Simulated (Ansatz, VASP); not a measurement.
# Al in VASP and in Ansatz

File INCAR:

```
PREC = Accurate ; ENCUT = 520
EDIFF = 1E-7 ; ISMEAR = 0
SIGMA = 0.15 ; LREAL = False
LASPH = True ; NELM = 60
ALGO = Normal ; ISIF = 2
LWAVE = False ; LCHARG = True
GGA = CA ; LELF = True
LVHAR = True ; NBANDS = 8
```

The input KPOINTS:

```
Automatic mesh
0
Gamma
  20 20 20
```

Contents of POSCAR:

```
Al
1.0
    0.0000000000      1.9936203000      2.0239800000
    2.0239800000      0.0000000000      2.0239800000
    2.0239800000      1.9936203000      0.0000000000
Al
1
Direct
    0.0000000000      0.0000000000      0.0000000000
```

Input for Ansatz:

```yaml
crystal:
  lattice:
    - [0.0, 1.9936203, 2.02398]
    - [2.02398, 0.0, 2.02398]
    - [2.02398, 1.9936203, 0.0]
  atoms:
    - { symbol: Al, position: [0.0, 0.0, 0.0] }
basis:
  ecutwfc: 420
kpoints:
  mp_grid: { grid: [20, 20, 20] }
hamiltonian:
  xc: lda
scf:
  occupations: { method: gaussian, width: 0.15 }
output:
  forces: true
  stress: true
  eigenvalues: true
```

Change from the starting cell: strain -0.0150 x Voigt [0, 1, 0, 0, 0, 0], atoms carried along.

Alike in both runs: task single point; functional LDA; k mesh 20 × 20 × 20; occupations gaussian, width 0.15 eV; no spin polarisation.

|  | VASP | Ansatz |
| --- | --- | --- |
| version | VASP 6.6.1 | Ansatz 0.2.0 |
| potentials or method | VASP PAW LDA potentials, release 64 (Al), cutoff 520 eV | scalar-relativistic, plane waves, PAW |
| valence electrons in the cell | 3 | 3 |

```csv
,VASP,Ansatz,Ansatz less VASP
gap on the k mesh at the Fermi level (eV),none,none,-
pressure (GPa),-2.5,-2.5,-0.05
"traceless stress, the component that is largest in VASP (GPa)",0.06,0.06,-0.001
```

LDA's correlation is that of Perdew and Zunger in VASP and of Perdew and Wang (1992) in Ansatz. A gap of «none» marks a metal or a gap that the smearing closes.
